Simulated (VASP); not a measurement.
# Mo (I4_1/amd) in VASP: notebook

Runs on Mo. Level: PBE. Tasks: single point.

All numbers are computed with VASP 6.6.1; they aren't measurements. Logs are shortened: lines on timing, memory, paths and dates and some standing lists are left out, and cuts for length are marked.

### Step 1. The cell of the first run

It takes space group I4_1/amd (No. 141, tetragonal). The conventional cell has a = 4.008 Å, b = 4.008 Å, c = 2.103 Å, α = 90.00°, β = 90.00°, γ = 90.00°. Mo (site symmetry -4m2) has 10 Mo at 2.07 to 2.55 Å within 2.7 Å.

### Step 2. Single point, PBE (8.44 Å³/atom)

INCAR reads:

```
SYSTEM = Mo
PREC = Accurate ; ENCUT = 520
EDIFF = 1E-6 ; ISMEAR = -1
SIGMA = 0.05 ; LREAL = .False.
LASPH = .True. ; NELM = 60
ALGO = Normal ; ISIF = 2
LWAVE = .False. ; LCHARG = .False.
GGA = PE ; NBANDS = 21
```

KPOINTS reads:

```
Automatic mesh
0
Gamma
  18 18 18
  0 0 0
```

POSCAR reads:

```
Mo
1.0
   -2.0038745637      2.0038745637      1.0512876710
    2.0038745637     -2.0038745637      1.0512876710
    2.0038745637      2.0038745637     -1.0512876710
Mo
2
Direct
   -0.3750000000     -0.1250000000     -0.2500000000
    0.3750000000      0.1250000000      0.2500000000
```

Potentials or basis: VASP PAW PBE potentials, release 64 (Mo_sv).

On the command line:

```bash
$ cat potpaw_PBE.64/Mo_sv/POTCAR > POTCAR
$ mpirun -np 1 vasp_std > vasp.out
```

OUTCAR:

```text
SYSTEM = Mo
   PREC = Accurate
   ENCUT = 520
   EDIFF = 1E-6
   ISMEAR = -1
   LREAL = .False.
   LASPH = .True.
   NELM = 60
   ISIF = 2
   GGA = PE

 ion  position               nearest neighbor table
   1  0.625  0.875  0.750-   2 2.07   2 2.07   2 2.07   2 2.07   2 2.55   2 2.55   2 2.55   2 2.55
                             2 3.31   2 3.31
   2  0.375  0.125  0.250-   1 2.07   1 2.07   1 2.07   1 2.07   1 2.55   1 2.55   1 2.55   1 2.55
                             1 3.31   1 3.31

  LATTYP: Found a body centered tetragonal cell.
 ALAT       =     4.0077491274
 C/A-ratio  =     0.5246274842

  Lattice vectors:

 A1 = (  -2.0038745637,   2.0038745637,   1.0512876710)
 A2 = (   2.0038745637,  -2.0038745637,   1.0512876710)
 A3 = (   2.0038745637,   2.0038745637,  -1.0512876710)

Analysis of symmetry for initial positions (statically):
=====================================================================
 Subroutine PRICEL returns:
 Original cell was already a primitive cell.

 Routine SETGRP: Setting up the symmetry group for a
 body centered tetragonal supercell.

 Subroutine GETGRP returns: Found 16 space group operations
 (whereof  4 operations were pure point group operations)
 out of a pool of 16 trial point group operations.

The static configuration has the point symmetry C_2h.
 The point group associated with its full space group is D_4h.

Analysis of symmetry for dynamics (positions and initial velocities):
=====================================================================
 Subroutine PRICEL returns:
 Original cell was already a primitive cell.

 Routine SETGRP: Setting up the symmetry group for a
 body centered tetragonal supercell.

 Subroutine GETGRP returns: Found 16 space group operations
 (whereof  4 operations were pure point group operations)
 out of a pool of 16 trial point group operations.

The dynamic configuration has the point symmetry C_2h.
 The point group associated with its full space group is D_4h.

 Subroutine INISYM returns: Found 16 space group operations
 (whereof  4 operations are pure point group operations),
 and found     1 'primitive' translations

----------------------------------------------------------------------------------------

                                     Primitive cell

[... 83 lines left out ...]
   ICHARG =      2    charge: 1-file 2-atom 10-const
   ISPIN  =      1    spin polarized calculation?
   LNONCOLLINEAR =      F non collinear calculations
   LSORBIT =      F    spin-orbit coupling
   LASPH  =      T    aspherical Exc in radial PAW
   ENCUT  =  520.0 eV  38.22 Ry    6.18 a.u.   5.62  5.62  5.62*2*pi/ulx,y,z
   NELM   =     60;   NELMIN=  2; NELMDL= -5     # of ELM steps
   EDIFF  = 0.1E-05   stopping-criterion for ELM
   LREAL  =      F    real-space projection
   EDIFFG = 0.1E-04   stopping-criterion for IOM
   NSW    =      0    number of steps for IOM
   IBRION =     -1    ionic relax: 0-MD 1-quasi-New 2-CG
   NFREE  =      0    steps in history (QN), initial steepest desc. (CG)
   ISIF   =      2    stress and relaxation
   ISYM   =      2    0-nonsym 1-usesym 2-fastsym
   POTIM  = 0.5000    time-step for ionic-motion
   TEBEG  =    0.0;   TEEND  =   0.0 temperature during run
   PSTRESS=    0.0 pullay stress
   NELECT =      28.0000    total number of electrons
   NUPDOWN=      -1.0000    fix difference up-down
   EMIN   =  10.00;   EMAX   =-10.00  energy-range for DOS
   EFERMI =   0.00;   METHOD = LEGACY
   ISMEAR =    -1;   SIGMA  =   0.05  broadening in eV -4-tet -1-fermi 0-gaus
   EFERMI_NEDOS =   21; number of points for ismear=-14 and -15
   IALGO  =     38    algorithm
   IMIX   =      4    mixing-type and parameters
     AMIX     =   0.40;   BMIX     =  1.00
     AMIX_MAG =   1.60;   BMIX_MAG =  1.00
  volume/ion in A,a.u.               =       8.44        56.98
  Fermi-wavevector in a.u.,A,eV,Ry     =   1.937700  3.661723 51.085562  3.754683
  Thomas-Fermi vector in A             =   2.968228
   LORBIT       =      0    0 simple, 1 ext, 2 COOP (PROOUT), +10 PAW based schemes
   GGA     = PE    functional components
   LHFCALC =     F    Hartree Fock is set to
   AEXX    =    0.0000 exact exchange contribution
   IVDW    =     0    specifies the selected vdW correction
   LEPSILON=     F    determine dielectric tensor
   LRPA    =     F    only Hartree local field effects (RPA)
 non-spin polarized calculation
  energy-cutoff  :      520.00
  volume of cell :       16.89
 maximum number of plane-waves:       469
   NGX = 11   NGY = 11   NGZ = 11

 number of electron      28.0000002 magnetization

 Free energy of the ion-electron system (eV)
  ---------------------------------------------------
  ext. energy  EPLUGINS =         0.00000000
  ---------------------------------------------------
  free energy    TOTEN  =        -2.86688445 eV

  energy without entropy =       -2.85849978  energy(sigma->0) =       -2.86269212

 E-fermi :  25.4694     XC(G=0): -17.1248

 val. band max:       25.4631463507   @ k =  -0.2778   0.3889   0.1667
 cond. band min:      25.4747958671   @ k =   0.5000   0.2778   0.0556
 fundamental gap:      0.0116495164
 Fermi energy:        25.4694321960

 k-point     1 :       0.0000    0.0000    0.0000
  band No.  band energies     occupation
      1     -39.0775      2.00000
      2     -35.1826      2.00000
      3     -14.4077      2.00000
      4     -14.4077      2.00000
      5      -7.7626      2.00000
      6      -7.7626      2.00000
[... 565 lines left out ...]
     20      41.7067      0.00000
     21      43.7516      0.00000

 [... further k-points ...]

------------------------ aborting loop because EDIFF is reached ----------------------------------------

  FORCE on cell =-STRESS in cart. coord.  units (eV):
  Direction    XX          YY          ZZ          XY          YZ          ZX
  --------------------------------------------------------------------------------------
  -------------------------------------------------------------------------------------
  Total       62.6718348     62.6718348     62.9100977      0.0000000     -0.0000000      0.0000000
  in kB     5946.4854963   5946.4854963   5969.0925775      0.0000000     -0.0000000      0.0000000
  external PRESSURE =    5954.0211900 kB  Pullay stress =       0.0000000 kB

 VOLUME and BASIS-vectors are now :
 -----------------------------------------------------------------------------
  energy-cutoff  :      520.00
  volume of cell :       16.89
      direct lattice vectors                 reciprocal lattice vectors
    -2.003874564  2.003874564  1.051287671     0.000000000  0.249516616  0.475607214
     2.003874564 -2.003874564  1.051287671     0.249516616  0.000000000  0.475607214
     2.003874564  2.003874564 -1.051287671     0.249516616  0.249516616  0.000000000

 POSITION                                       TOTAL-FORCE (eV/Angst)
 -----------------------------------------------------------------------------------
      2.00387      1.00194      0.78847         0.000000     -0.000000     -0.000000
      0.00000      1.00194      0.26282        -0.000000      0.000000      0.000000
 -----------------------------------------------------------------------------------
    total drift:                               -0.000000      0.000000      0.000000

  FREE ENERGIE OF THE ION-ELECTRON SYSTEM (eV)
  ---------------------------------------------------
  free  energy   TOTEN  =        -2.8668844484 eV

  energy  without entropy=       -2.8584997845  energy(sigma->0) =       -2.86269212
```

Run time: 1.7 min. Hardware: 1 thread of AMD EPYC 9R45 (Zen 5), shared host; peak memory 0.22 GiB.

What came out:

```yaml
Free_energy: -2.8669 eV
Pressure: 595.4 GPa
Band_gap_on_the_k_mesh: zero (bands 14 and 15 overlap by 5.88 eV)
```

Levels at points of the mesh, in eV from the Fermi level:
```
           k point  band 10  band 11  band 12  band 13  band 14  band 15  band 16  band 17  band 18  band 19
(0.00, 0.00, 0.00)    -9.04    -7.42    -7.06    -6.90     1.63     1.63     2.04     2.04     9.02    12.81
(0.50, 0.00, 0.00)   -10.34    -7.91    -3.78    -3.26    -1.26     1.18     3.99     6.33     7.54    13.11
(0.50, 0.50, 0.00)    -8.18    -5.75    -5.75    -1.58    -1.58     4.37     4.37     5.19     5.19     5.67
(0.50, 0.50, 0.50)    -7.29    -4.87    -4.87     0.14     0.14     1.23     1.23     3.77     3.77     5.69
```

Caveat: atoms lie so close that the PAW spheres overlap strongly, which falsifies energies and pressures; the cell stands under pressure.

### Step 3. Single point, PBE (8.44 Å³/atom)

INCAR reads:

```
ALGO = Normal ; EDIFF = 1E-6
ENCUT = 520 ; GGA = PE
ISIF = 2 ; ISMEAR = -1
LASPH = True ; LCHARG = True
LELF = True ; LREAL = False
LVHAR = True ; LWAVE = False
NBANDS = 21 ; NELM = 80
PREC = Accurate ; SIGMA = 0.05
```

KPOINTS reads:

```
k-points
0
Gamma
  18 18 18
```

POSCAR is that of step 2.

Potentials or basis: VASP PAW PBE potentials, release 64 (Mo_sv).

On the command line:

```bash
$ cat potpaw_PBE.64/Mo_sv/POTCAR > POTCAR
$ mpirun -np 1 vasp_std > vasp.out
```

Wall time 1.8 min (1 thread of AMD EPYC 9R45 (Zen 5), shared host); peak memory 0.22 GiB.

It converged, with:

```yaml
Free_energy: -2.8669 eV
Pressure: 595.4 GPa
Band_gap_on_the_k_mesh: zero (bands 14 and 15 overlap by 5.88 eV)
```

Stress tensor (GPa, compression positive):
```
594.65   0.00   0.00
  0.00 594.65   0.00
  0.00   0.00 596.91
```

Levels at points of the mesh, in eV from the Fermi level:
| k point | band 12 | band 13 | band 14 | band 15 | band 16 | band 17 |
| --- | --- | --- | --- | --- | --- | --- |
| (0.00, 0.00, 0.00) | -7.06 | -6.90 | 1.63 | 1.63 | 2.04 | 2.04 |
| (0.50, 0.00, 0.00) | -3.78 | -3.26 | -1.26 | 1.18 | 3.99 | 6.33 |
| (0.50, 0.50, 0.00) | -5.75 | -1.58 | -1.58 | 4.37 | 4.37 | 5.19 |
| (0.50, 0.50, 0.50) | -4.87 | 0.14 | 0.14 | 1.23 | 1.23 | 3.77 |

Caveat: atoms lie so close that the PAW spheres overlap strongly, which falsifies energies and pressures; the cell stands under pressure.

### Step 4. Single point, PBE

This run uses another cell than the first one, of 9.79 Å³/atom.

INCAR reads:

```
SYSTEM = Mo
  ALGO = Normal
  EDIFF = 1E-6
  ENCUT = 520
  GGA = PE
  ISIF = 2
  ISMEAR = -1
  LASPH = .TRUE.
  LCHARG = .TRUE.
  LELF = .TRUE.
  LREAL = .FALSE.
  LVHAR = .TRUE.
  LWAVE = .FALSE.
  NBANDS = 21
  NELM = 100
  PREC = Accurate
  SIGMA = 0.05
```

KPOINTS reads:

```
k-points
0
G
  18 18 18
  0 0 0
```

POSCAR reads:

```
Mo
1.0
   -2.1066870661      2.1066870661      1.1033684660
    2.1066870661     -2.1066870661      1.1033684660
    2.1066870661      2.1066870661     -1.1033684660
Mo
2
Direct
   -0.3750000000     -0.1250000000     -0.2500000000
    0.3750000000      0.1250000000      0.2500000000
```

On the command line:

```bash
$ cat potpaw_PBE.64/Mo_sv/POTCAR > POTCAR
$ mpirun -np 1 vasp_std > vasp.out
```

Run time: 1.8 min. Hardware: 1 thread of AMD EPYC 9R45 (Zen 5), shared host; peak memory 0.23 GiB.

It converged, with:

* Free energy: -10.5939 eV
* Pressure: 344.8 GPa
* Band gap on the k mesh: zero (bands 14 and 15 overlap by 5.43 eV)

Stress tensor (GPa, compression positive):
```
344.58   0.00   0.00
  0.00 344.58   0.00
  0.00   0.00 345.19
```

Levels at points of the mesh, in eV from the Fermi level:
| k point | band 12 | band 13 | band 14 | band 15 | band 16 | band 17 |
| --- | --- | --- | --- | --- | --- | --- |
| (0.00, 0.00, 0.00) | -6.02 | -5.74 | 1.99 | 1.99 | 2.27 | 2.27 |
| (0.50, 0.00, 0.00) | -3.41 | -2.33 | -0.97 | 1.61 | 3.15 | 5.31 |
| (0.50, 0.50, 0.00) | -4.96 | -1.58 | -1.58 | 3.00 | 3.00 | 4.62 |
| (0.50, 0.50, 0.50) | -4.45 | 0.48 | 0.48 | 1.10 | 1.10 | 3.55 |

Caveat: the cell stands under pressure.
